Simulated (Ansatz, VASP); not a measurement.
# One calculation of InSb, two programs

The input INCAR:

```
SYSTEM = InSb
PREC     = Accurate       ! precision mode
ENCUT    = 520            ! plane-wave cutoff, eV
EDIFF    = 1E-6           ! SCF threshold, eV
ISMEAR   = -1             ! smearing method
SIGMA    = 0.03           ! smearing width, eV
LREAL    = .FALSE.        ! projectors in reciprocal space
LASPH    = .TRUE.         ! aspherical terms in the spheres
NELM     = 100            ! most SCF steps
ALGO     = Normal         ! electronic algorithm
ISIF     = 2              ! what is computed and relaxed
LWAVE    = .FALSE.        ! write WAVECAR
LCHARG   = .FALSE.        ! write CHGCAR
GGA      = PE             ! functional
NBANDS   = 16             ! bands
```

File KPOINTS:

```
regular mesh
0
G
  10 10 10
  0 0 0
```

POSCAR

```
InSb
1.0
    0.0000000000      3.2391000000      3.3038820000
    3.2391000000      0.0000000000      3.3038820000
    3.2391000000      3.2391000000      0.0000000000
In Sb
1 1
Direct
    0.0000000000      0.0000000000      0.0000000000
    0.7500000000      0.7500000000      0.7500000000
```

Input for Ansatz:

```yaml
crystal:
  lattice:
    - [0.0, 3.2391, 3.303882]
    - [3.2391, 0.0, 3.303882]
    - [3.2391, 3.2391, 0.0]
  atoms:
    - { symbol: In, position: [0.0, 0.0, 0.0] }
    - { symbol: Sb, position: [0.75, 0.75, 0.75] }
kpoints:
  mp_grid: { grid: [10, 10, 10] }
  band_path:
    path:
      - [0.0, 0.0, 0.0]
      - [0.5, 0.0, 0.5]
      - [0.75, 0.25, 0.5]
      - [0.5, 0.5, 0.5]
      - [0.0, 0.0, 0.0]
      - [0.5, 0.5, 0.0]
      - [0.6298539023, 0.6298539023, 0.2597078047]
      - [0.3701460977, 0.3701460977, 0.7402921953]
      - [0.0, 0.0, 0.0]
    npoints: 5
scf:
  occupations: { method: fermi_dirac, width: 0.03 }
hamiltonian:
  xc: pbe
  pseudopotentials: { kind: all_electron, lapw: { basis_error: 0.00025 } }
output:
  forces: true
  stress: true
  eigenvalues: true
```

Change from the starting cell: zz strain of +2 %.

Alike in both runs: task single point; functional PBE; k mesh 10 × 10 × 10; occupations fermi-dirac, width 0.03 eV; no spin polarisation.

|  | VASP | Ansatz |
| --- | --- | --- |
| version | VASP 6.6.1 | Ansatz 0.2.0 |
| potentials or method | VASP PAW PBE potentials, release 64 (In_d, Sb), cutoff 520 eV | all-electron LAPW, scalar-relativistic |

|  | VASP | Ansatz | Ansatz less VASP |
| --- | --- | --- | --- |
| pressure (GPa) | 2.1 | 2.2 | +0.03 |
| traceless stress, the component that is largest in VASP (GPa) | -0.35 | -0.35 | 0.000 |

Ansatz ran all-electron here, and VASP with PAW potentials.

Neither program's run includes spin-orbit coupling.
